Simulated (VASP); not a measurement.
# Be2Co (Fmmm) in VASP: a series of runs

Be2Co is run at these levels: PBE; tasks: single point.

Program: VASP 6.6.1. These are calculated values, not measurements. Logs are shortened: lines on timing, memory, paths and dates and some standing lists are left out, and cuts for length are marked.

### 1 The cell of the first run

Symmetry: Fmmm, No. 69, orthorhombic system. The conventional cell has a = 2.677 Å, b = 3.839 Å, c = 10.665 Å, α = 90.00°, β = 90.00°, γ = 90.00°. Within 2.9 Å of Be (site symmetry mm2) lie 4 Co at 2.20 to 2.60 Å and 10 Be at 2.27 to 2.68 Å. Co (site symmetry mmm) has 8 Be at 2.20 to 2.60 Å and 6 Co at 2.34 to 2.68 Å within 2.9 Å.

### 2 Single point, PBE, collinear spin, ferromagnetic start

File INCAR:

```
PREC     = Accurate       # precision mode
ENCUT    = 520            # plane-wave cutoff, eV
EDIFF    = 1E-6           # SCF threshold, eV
ISMEAR   = 0              # smearing method
SIGMA    = 0.1            # smearing width, eV
LREAL    = F              # projectors in reciprocal space
LASPH    = T              # aspherical terms in the spheres
NELM     = 150            # most SCF steps
ALGO     = Fast           # electronic algorithm
ISIF     = 2              # what is computed and relaxed
LWAVE    = F              # write WAVECAR
LCHARG   = F              # write CHGCAR
ISPIN    = 2              # spin polarisation
MAGMOM   = 0 0 3          # initial moments
LORBIT   = 11             # projections on sites
LMAXMIX  = 4              # l up to which the mixer works
GGA      = PE             # functional
NBANDS   = 18             # bands
```

File KPOINTS:

```
regular mesh
0
Gamma
  6 6 6
```

File POSCAR:

```
Be2Co
1.0
    0.0000000000      1.9194920000      5.3325430000
    1.3384940000      0.0000000000      5.3325430000
    1.3384940000      1.9194920000      0.0000000000
Be Co
2 1
Direct
    0.3360580000      0.3360580000      0.6639420000
    0.6639420000      0.6639420000      0.3360580000
    0.0000000000      0.0000000000      0.0000000000
```

Potentials or basis: VASP PAW PBE potentials, release 64 (Be, Co).

The run is started by

```bash
cat potpaw_PBE.64/Be/POTCAR potpaw_PBE.64/Co/POTCAR > POTCAR
mpirun -np 1 vasp_std > vasp.out
```

OUTCAR:

```text
PREC = Accurate
   ENCUT = 520
   EDIFF = 1E-6
   ISMEAR = 0
   LREAL = F
   LASPH = T
   NELM = 150
   ISIF = 2
   ISPIN = 2
   LORBIT = 11
   GGA = PE

 ion  position               nearest neighbor table
   1  0.336  0.336  0.664-   3 2.20   3 2.20   2 2.27   2 2.27   3 2.60   3 2.60
   2  0.664  0.664  0.336-   3 2.20   3 2.20   1 2.27   1 2.27   3 2.60   3 2.60
   3  0.000  0.000  0.000-   2 2.20   2 2.20   1 2.20   1 2.20   1 2.60   2 2.60   2 2.60   1 2.60

  LATTYP: Found a face centered orthorhombic cell.
 ALAT       =     2.6769880000
 B/A-ratio  =     1.4340684381
 C/A-ratio  =     3.9839872274

  Lattice vectors:

 A1 = (   0.0000000000,   1.9194920000,   5.3325430000)
 A2 = (   1.3384940000,   0.0000000000,   5.3325430000)
 A3 = (   1.3384940000,   1.9194920000,   0.0000000000)

Analysis of symmetry for initial positions (statically):
=====================================================================
 Subroutine PRICEL returns:
 Original cell was already a primitive cell.

 Routine SETGRP: Setting up the symmetry group for a
 face centered orthorhombic supercell.

 Subroutine GETGRP returns: Found  8 space group operations
 (whereof  8 operations were pure point group operations)
 out of a pool of  8 trial point group operations.

The static configuration has the point symmetry D_2h.

Analysis of symmetry for dynamics (positions and initial velocities):
=====================================================================
 Subroutine PRICEL returns:
 Original cell was already a primitive cell.

 Routine SETGRP: Setting up the symmetry group for a
 face centered orthorhombic supercell.

 Subroutine GETGRP returns: Found  8 space group operations
 (whereof  8 operations were pure point group operations)
 out of a pool of  8 trial point group operations.

The dynamic configuration has the point symmetry D_2h.

Analysis of structural, dynamic, and magnetic symmetry:
=====================================================================
 Subroutine PRICEL returns:
 Original cell was already a primitive cell.

 Routine SETGRP: Setting up the symmetry group for a
 face centered orthorhombic supercell.

 Subroutine GETGRP returns: Found  8 space group operations
 (whereof  8 operations were pure point group operations)
 out of a pool of  8 trial point group operations.

The overall configuration has the point symmetry D_2h.

 Subroutine INISYM returns: Found  8 space group operations
 (whereof  8 operations are pure point group operations),
 and found     1 'primitive' translations

----------------------------------------------------------------------------------------

                                     Primitive cell

  volume of cell :      27.4010

  direct lattice vectors                    reciprocal lattice vectors
     0.000000000  1.919492000  5.332543000    -0.373554159  0.260485587  0.093763895
     1.338494000  0.000000000  5.332543000     0.373554159 -0.260485587  0.093763895
     1.338494000  1.919492000  0.000000000     0.373554159  0.260485587 -0.093763895

  length of vectors
     5.667491895  5.497961535  2.340088829     0.464959265  0.464959265  0.464959265

  position of ions in fractional coordinates (direct lattice)
     0.336058000  0.336058000  0.663942000
     0.663942000  0.663942000  0.336058000
     0.000000000  0.000000000  0.000000000

  ion indices of the primitive-cell ions
   primitive index   ion index
                 1           1
                 2           2
                 3           3

----------------------------------------------------------------------------------------

 KPOINTS: regular mesh

Automatic generation of k-mesh.
 Grid dimensions read from file:
 generate k-points for:    6    6    6

 Generating k-lattice:

  Cartesian coordinates                     Fractional coordinates (reciprocal lattice)
    -0.062259026  0.043414264  0.015627316     0.166666667  0.000000000  0.000000000
     0.062259026 -0.043414264  0.015627316    -0.000000000  0.166666667 -0.000000000
     0.062259026  0.043414264 -0.015627316     0.000000000  0.000000000  0.166666667

  Length of vectors
     0.077493211  0.077493211  0.077493211

  Shift w.r.t. Gamma in fractional coordinates (k-lattice)
     0.000000000  0.000000000  0.000000000

 Subroutine IBZKPT returns following result:
 ===========================================

 Found     46 irreducible k-points:

 Following reciprocal coordinates:
            Coordinates               Weight
  0.000000  0.000000  0.000000      1.000000
  0.166667  0.000000  0.000000      8.000000
  0.333333  0.000000  0.000000      8.000000
  0.500000  0.000000  0.000000      4.000000
  0.166667  0.166667  0.000000      2.000000
  0.333333  0.166667  0.000000      8.000000
[... 16 lines left out ...]
 -0.166667  0.166667  0.166667      8.000000
  0.500000  0.333333  0.166667      4.000000
 [... further k-points ...]
   k-points           NKPTS =     46   k-points in BZ     NKDIM =     46   number of bands    NBANDS=     18
   number of dos      NEDOS =    301   number of ions     NIONS =      3
   total plane-waves  NPLWV =  31752
   dimension x,y,z NGX =    42 NGY =   42 NGZ =   18
   dimension x,y,z NGXF=    84 NGYF=   84 NGZF=   36
   ions per type =               2   1
   NGX,Y,Z   is equivalent  to a cutoff of  12.32, 12.70, 12.79 a.u.
   NGXF,Y,Z  is equivalent  to a cutoff of  24.64, 25.40, 25.58 a.u.
 SYSTEM =  unknown system
   PREC   = accura    normal or accurate (medium, high low for compatibility)
   ISTART =      0    job   : 0-new  1-cont  2-samecut
   ICHARG =      2    charge: 1-file 2-atom 10-const
   ISPIN  =      2    spin polarized calculation?
   LNONCOLLINEAR =      F non collinear calculations
   LSORBIT =      F    spin-orbit coupling
   LASPH  =      T    aspherical Exc in radial PAW
   ENCUT  =  520.0 eV  38.22 Ry    6.18 a.u.  10.54 10.22  4.35*2*pi/ulx,y,z
   NELM   =    150;   NELMIN=  2; NELMDL= -5     # of ELM steps
   EDIFF  = 0.1E-05   stopping-criterion for ELM
   LREAL  =      F    real-space projection
   EDIFFG = 0.1E-04   stopping-criterion for IOM
   NSW    =      0    number of steps for IOM
   IBRION =     -1    ionic relax: 0-MD 1-quasi-New 2-CG
   NFREE  =      0    steps in history (QN), initial steepest desc. (CG)
   ISIF   =      2    stress and relaxation
   ISYM   =      2    0-nonsym 1-usesym 2-fastsym
   POTIM  = 0.5000    time-step for ionic-motion
   TEBEG  =    0.0;   TEEND  =   0.0 temperature during run
   PSTRESS=    0.0 pullay stress
   NELECT =      13.0000    total number of electrons
   NUPDOWN=      -1.0000    fix difference up-down
   EMIN   =  10.00;   EMAX   =-10.00  energy-range for DOS
   EFERMI =   0.00;   METHOD = LEGACY
   ISMEAR =     0;   SIGMA  =   0.10  broadening in eV -4-tet -1-fermi 0-gaus
   EFERMI_NEDOS =   21; number of points for ismear=-14 and -15
   IALGO  =     68    algorithm
   IMIX   =      4    mixing-type and parameters
     AMIX     =   0.40;   BMIX     =  1.00
     AMIX_MAG =   1.60;   BMIX_MAG =  1.00
  volume/ion in A,a.u.               =       9.13        61.64
  Fermi-wavevector in a.u.,A,eV,Ry     =   1.276831  2.412862 22.181560  1.630299
  Thomas-Fermi vector in A             =   2.409465
   LORBIT       =     11    0 simple, 1 ext, 2 COOP (PROOUT), +10 PAW based schemes
   GGA     = PE    functional components
   LHFCALC =     F    Hartree Fock is set to
   AEXX    =    0.0000 exact exchange contribution
   IVDW    =     0    specifies the selected vdW correction
   LEPSILON=     F    determine dielectric tensor
   LRPA    =     F    only Hartree local field effects (RPA)
 spin polarized calculation
 RMM-DIIS sequential band-by-band and
 Gauss-broadening in eV      SIGMA  =   0.10
  energy-cutoff  :      520.00
  volume of cell :       27.40
 maximum number of plane-waves:       747
   NGX = 21   NGY = 21   NGZ =  9

 number of electron      13.0000002 magnetization       1.0491933

 Free energy of the ion-electron system (eV)
  ---------------------------------------------------
  ext. energy  EPLUGINS =         0.00000000
  ---------------------------------------------------
  free energy    TOTEN  =       -14.61865641 eV

  energy without entropy =      -14.60798917  energy(sigma->0) =      -14.61332279

 E-fermi :   7.9437     XC(G=0): -11.5968

 val. band max:        7.9420053373   @ k =  -0.3333   0.1667  -0.0000
 cond. band min:       7.9786866985   @ k =  -0.3333   0.3333   0.1667
 fundamental gap:      0.0366813612
 Fermi energy:         7.9436580047

 spin component 1

 k-point     1 :       0.0000    0.0000    0.0000
  band No.  band energies     occupation
      1      -2.1772      1.00000
      2       1.5533      1.00000
      3       2.6075      1.00000
      4       4.7014      1.00000
      5       5.2513      1.00000
      6       6.4576      1.00000
[... 10 lines left out ...]
     17      30.9960      0.00000
     18      31.8526      0.00000

 k-point     2 :       0.1667    0.0000    0.0000
  band No.  band energies     occupation
      1      -1.4210      1.00000
      2       2.0191      1.00000
      3       3.1575      1.00000
      4       4.7497      1.00000
      5       5.5678      1.00000
      6       6.4879      1.00000
[... 10 lines left out ...]
     17      30.2484      0.00000
     18      31.6603      0.00000
[... 442 lines left out ...]
 k-point    24 :       0.5000    0.3333    0.1667
  band No.  band energies     occupation
      1      -0.7502      1.00000
      2       0.7291      1.00000
      3       4.3979      1.00000
      4       5.3865      1.00000
      5       5.5262      1.00000
      6       5.8429      1.00000
[... 10 lines left out ...]
     17      29.3858      0.00000
     18      29.7756      0.00000

 [... further k-points ...]

 spin component 2

 k-point     1 :       0.0000    0.0000    0.0000
  band No.  band energies     occupation
      1      -2.1552      1.00000
      2       1.6992      1.00000
      3       2.5565      1.00000
      4       5.6462      1.00000
      5       5.9780      1.00000
      6       7.6443      0.99999
[... 10 lines left out ...]
     17      31.0207      0.00000
     18      31.9177      0.00000

 k-point     2 :       0.1667    0.0000    0.0000
  band No.  band energies     occupation
      1      -1.3965      1.00000
      2       2.1000      1.00000
      3       3.2864      1.00000
      4       5.6505      1.00000
      5       6.3195      1.00000
      6       7.5550      1.00000
[... 10 lines left out ...]
     17      30.3329      0.00000
     18      31.6499      0.00000
[... 442 lines left out ...]
 k-point    24 :       0.5000    0.3333    0.1667
  band No.  band energies     occupation
      1      -0.7234      1.00000
      2       0.7621      1.00000
      3       4.9783      1.00000
      4       6.2294      1.00000
      5       6.3587      1.00000
      6       7.0537      1.00000
[... 10 lines left out ...]
     17      29.5894      0.00000
     18      29.9021      0.00000

 [... further k-points ...]

------------------------ aborting loop because EDIFF is reached ----------------------------------------

  FORCE on cell =-STRESS in cart. coord.  units (eV):
  Direction    XX          YY          ZZ          XY          YZ          ZX
  --------------------------------------------------------------------------------------
  -------------------------------------------------------------------------------------
  Total       -0.0236098     -0.6105274      0.2021240      0.0000000      0.0000000      0.0000000
  in kB       -1.3805008    -35.6983910     11.8184750      0.0000000      0.0000000      0.0000000
  external PRESSURE =      -8.4201389 kB  Pullay stress =       0.0000000 kB

 VOLUME and BASIS-vectors are now :
 -----------------------------------------------------------------------------
  energy-cutoff  :      520.00
  volume of cell :       27.40
      direct lattice vectors                 reciprocal lattice vectors
     0.000000000  1.919492000  5.332543000    -0.373554159  0.260485587  0.093763895
     1.338494000  0.000000000  5.332543000     0.373554159 -0.260485587  0.093763895
     1.338494000  1.919492000  0.000000000     0.373554159  0.260485587 -0.093763895

 POSITION                                       TOTAL-FORCE (eV/Angst)
 -----------------------------------------------------------------------------------
      1.33849      1.91949      3.58409         0.000000      0.000000     -0.105739
      1.33849      1.91949      7.08100         0.000000      0.000000      0.105739
      0.00000      0.00000      0.00000         0.000000      0.000000      0.000000
 -----------------------------------------------------------------------------------
    total drift:                                0.000000     -0.000000     -0.000000

  FREE ENERGIE OF THE ION-ELECTRON SYSTEM (eV)
  ---------------------------------------------------
  free  energy   TOTEN  =       -14.6186564109 eV

  energy  without entropy=      -14.6079891665  energy(sigma->0) =      -14.61332279

 total charge

# of ion       s       p       d       tot
------------------------------------------
    1        0.407   0.649   0.000   1.056
    2        0.407   0.649   0.000   1.056
    3        0.512   0.615   7.381   8.508
--------------------------------------------------
tot          1.326   1.914   7.381  10.621

 magnetization (x)

# of ion       s       p       d       tot
------------------------------------------
    1       -0.002  -0.009   0.000  -0.011
    2       -0.002  -0.009   0.000  -0.011
    3        0.003  -0.011   1.074   1.067
--------------------------------------------------
tot         -0.000  -0.029   1.074   1.045
```

Wall time 2.6 min (1 thread of Intel Xeon 8259CL, shared host); peak memory 0.22 GiB.

Results:

| Quantity | Value |
| --- | --- |
| Free energy | -14.6187 eV |
| Pressure | -0.8 GPa |
| Largest force | 0.106 eV/Å |
| Net moment | 1.05 μB per cell |
| Site moments | Be -0.01; Co +1.07 μB |
| Valence electrons inside the program's atomic spheres | Be 1.06; Co 8.51 |

Forces in eV/Å, atoms in the order of the input:
```
Be   0.000  0.000 -0.106
Be   0.000  0.000  0.106
Co   0.000  0.000  0.000
```

Stress tensor (GPa, compression positive):
```
-0.14  0.00  0.00
 0.00 -3.57  0.00
 0.00  0.00  1.18
```

Levels at points of the mesh, in eV from the Fermi level:
Spin up:
```csv
k point,band 3,band 4,band 5,band 6,band 7,band 8,band 9,band 10,band 11,band 12
"(0.00, 0.00, 0.00)",-5.34,-3.24,-2.69,-1.49,-1.14,-0.97,8.89,11.38,12.39,14.57
"(0.50, 0.00, 0.00)",-3.69,-3.54,-1.69,-1.20,-0.88,-0.19,3.92,4.49,7.08,11.96
"(0.50, 0.50, 0.00)",-3.81,-3.24,-1.70,-1.51,-1.13,-0.97,4.95,11.80,14.41,15.67
"(0.50, 0.00, 0.50)",-3.17,-2.15,-1.99,0.08,1.89,3.24,4.42,4.54,6.04,6.17
"(0.00, 0.50, 0.50)",-2.11,-1.84,-0.82,-0.65,0.08,1.26,5.00,5.32,6.18,8.30
```
Spin down:
```csv
k point,band 3,band 4,band 5,band 6,band 7,band 8,band 9,band 10
"(0.00, 0.00, 0.00)",-5.39,-2.30,-1.97,-0.30,-0.10,0.43,8.90,11.63
"(0.50, 0.00, 0.00)",-3.51,-3.02,-1.73,-0.02,0.41,0.68,4.35,4.53
"(0.50, 0.50, 0.00)",-3.12,-2.30,-1.72,-0.29,-0.16,0.43,5.29,11.82
"(0.50, 0.00, 0.50)",-3.17,-1.42,-1.17,1.23,2.12,3.64,4.51,4.52
"(0.00, 0.50, 0.50)",-1.36,-0.93,-0.85,0.00,1.23,1.31,5.01,5.77
```

Caveat: the k points lie up to 0.49 Å⁻¹ apart.

### 3 Single point, PBE, collinear spin, ferromagnetic start

File INCAR:

```
PREC = Accurate ; ENCUT = 500
EDIFF = 1E-6 ; ISMEAR = 0
SIGMA = 0.1 ; LREAL = False
LASPH = True ; NELM = 200
ALGO = Normal ; ISIF = 2
LWAVE = False ; LCHARG = True
ISPIN = 2 ; MAGMOM = 0 0 1.19
LORBIT = 11 ; LMAXMIX = 4
GGA = PE ; LELF = True
LVHAR = True ; NELECT = 14.0
ISYM = -1 ; NBANDS = 18
GGA_COMPAT = False
```

File KPOINTS:

```
explicit points
64
Reciprocal
  0.06250000   0.06250000   0.06250000 1
  0.06250000   0.06250000   0.31250000 1
  0.06250000   0.06250000   0.56250000 1
  0.06250000   0.06250000   0.81250000 1
  0.06250000   0.31250000   0.06250000 1
  0.06250000   0.31250000   0.31250000 1
  0.06250000   0.31250000   0.56250000 1
  0.06250000   0.31250000   0.81250000 1
  0.06250000   0.56250000   0.06250000 1
  0.06250000   0.56250000   0.31250000 1
  0.06250000   0.56250000   0.56250000 1
  0.06250000   0.56250000   0.81250000 1
  0.06250000   0.81250000   0.06250000 1
  0.06250000   0.81250000   0.31250000 1
  0.06250000   0.81250000   0.56250000 1
  0.06250000   0.81250000   0.81250000 1
  0.31250000   0.06250000   0.06250000 1
  0.31250000   0.06250000   0.31250000 1
  0.31250000   0.06250000   0.56250000 1
  0.31250000   0.06250000   0.81250000 1
  0.31250000   0.31250000   0.06250000 1
  0.31250000   0.31250000   0.31250000 1
  0.31250000   0.31250000   0.56250000 1
  0.31250000   0.31250000   0.81250000 1
  0.31250000   0.56250000   0.06250000 1
  0.31250000   0.56250000   0.31250000 1
  0.31250000   0.56250000   0.56250000 1
  0.31250000   0.56250000   0.81250000 1
  0.31250000   0.81250000   0.06250000 1
  0.31250000   0.81250000   0.31250000 1
  0.31250000   0.81250000   0.56250000 1
  0.31250000   0.81250000   0.81250000 1
  0.56250000   0.06250000   0.06250000 1
  0.56250000   0.06250000   0.31250000 1
  0.56250000   0.06250000   0.56250000 1
  0.56250000   0.06250000   0.81250000 1
  0.56250000   0.31250000   0.06250000 1
  0.56250000   0.31250000   0.31250000 1
  0.56250000   0.31250000   0.56250000 1
  0.56250000   0.31250000   0.81250000 1
  0.56250000   0.56250000   0.06250000 1
  0.56250000   0.56250000   0.31250000 1
  0.56250000   0.56250000   0.56250000 1
  0.56250000   0.56250000   0.81250000 1
  0.56250000   0.81250000   0.06250000 1
  0.56250000   0.81250000   0.31250000 1
  0.56250000   0.81250000   0.56250000 1
  0.56250000   0.81250000   0.81250000 1
  0.81250000   0.06250000   0.06250000 1
  0.81250000   0.06250000   0.31250000 1
  0.81250000   0.06250000   0.56250000 1
  0.81250000   0.06250000   0.81250000 1
  0.81250000   0.31250000   0.06250000 1
  0.81250000   0.31250000   0.31250000 1
  0.81250000   0.31250000   0.56250000 1
  0.81250000   0.31250000   0.81250000 1
  0.81250000   0.56250000   0.06250000 1
  0.81250000   0.56250000   0.31250000 1
  0.81250000   0.56250000   0.56250000 1
  0.81250000   0.56250000   0.81250000 1
  0.81250000   0.81250000   0.06250000 1
  0.81250000   0.81250000   0.31250000 1
  0.81250000   0.81250000   0.56250000 1
  0.81250000   0.81250000   0.81250000 1
```

POSCAR is that of step 2.

Potentials or basis: VASP PAW PBE potentials, release 64 (Be, Co).

The run is started by

```bash
cat potpaw_PBE.64/Be/POTCAR potpaw_PBE.64/Co/POTCAR > POTCAR
mpirun -np 1 vasp_std > vasp.out
```

It took 100 s on 1 thread of Intel Xeon Platinum 8259CL at 2.50GHz (Skylake/Cascade Lake), shared host; peak memory 0.22 GiB.

It converged, with:

| Quantity | Value |
| --- | --- |
| Free energy | -6.3072 eV |
| Largest force | 0.054 eV/Å |
| Net moment | 0.20 μB per cell |
| Site moments | Be -0.00; Co +0.20 μB |
| Valence electrons inside the program's atomic spheres | Be 1.22; Co 8.89 |

Forces in eV/Å, atoms in the order of the input:
```
Be   0.004 -0.007 -0.054
Be  -0.004  0.007  0.054
Co   0.000  0.000  0.000
```

Levels at points of the mesh, in eV from the Fermi level:
Spin up:
| k point | band 4 | band 5 | band 6 | band 7 | band 8 | band 9 | band 10 | band 11 |
| --- | --- | --- | --- | --- | --- | --- | --- | --- |
| (0.06, 0.06, 0.06) | -2.99 | -2.76 | -1.05 | -0.89 | -0.36 | 7.49 | 10.51 | 10.58 |
Spin down:
```tsv
k point	band 5	band 6	band 7	band 8	band 9	band 10
(0.06, 0.06, 0.06)	-2.62	-0.77	-0.66	-0.18	7.50	10.53
```

Caveat: the cell carries a net charge on a neutralising background, which shifts energy and pressure; the cell is charged against a uniform background, so pressure and absolute levels hang on convention.
